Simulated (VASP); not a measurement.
Here is a VASP 6.6.1 calculation.

File INCAR:

```
ALGO = Normal ; EDIFF = 1E-6
ENCUT = 520 ; GGA = PS
ISIF = 2 ; ISMEAR = -1
LASPH = T ; LCHARG = F
LREAL = Auto ; LWAVE = F
NBANDS = 51 ; NELM = 100
PREC = Accurate ; SIGMA = 0.05
```

KPOINTS

```
Automatic mesh
0
Gamma
  2 2 2
  0.5 0.5 0.5
```

The input POSCAR:

```
Si15Sn
1.0
   11.0647870000      0.0000000000      0.0000000000
    0.0000000000      5.5323940000      0.0000000000
    0.0000000000      0.0000000000      5.5323940000
Si Sn
15 1
Direct
    0.9986290000      0.0314710000      0.0051290000
    0.1272140000      0.2413940000      0.2793930000
    0.6347310000      0.2508750000      0.2411570000
    0.2572730000      0.4822930000      0.0415120000
    0.7392940000      0.4794840000      0.0103940000
    0.3765010000      0.7661530000      0.2604300000
    0.8840630000      0.7255470000      0.2482020000
    0.2293590000      0.0261980000      0.5315920000
    0.7462410000      0.0047460000      0.5062880000
    0.3717360000      0.2472680000      0.7582250000
    0.8926730000      0.2308980000      0.7370690000
    0.9849330000      0.5240520000      0.5158190000
    0.4927390000      0.5029900000      0.5065820000
    0.1327040000      0.7193370000      0.7641880000
    0.6259160000      0.7533800000      0.7372570000
    0.4861230000      0.0114990000      0.9957660000
```

Potentials or basis: VASP PAW PBE potentials, release 64 (Si, Sn_d).

Command:

```console
$ cat potpaw_PBE.64/Si/POTCAR potpaw_PBE.64/Sn_d/POTCAR > POTCAR
$ mpirun -np 1 vasp_std > vasp.out
```

Q: What does it give for the band gap on the k mesh?

A: 0.39 eV, indirect (least direct gap 0.93 eV).

Q: What does it give for the largest force?

A: 4.559 eV/Å.

Q: Estimate the pressure.

A: 1.1 GPa.

Stress tensor (GPa, compression positive):
```
-0.91  0.29  2.52
 0.29  1.34 -6.04
 2.52 -6.04  2.75
```

Caveat: the k points lie up to 0.57 Å⁻¹ apart; the PAW data sets were made with another functional, which shifts forces and pressure a little; spin-orbit coupling is left out, which moves the levels of the heavy elements. A k mesh can miss the band edges.
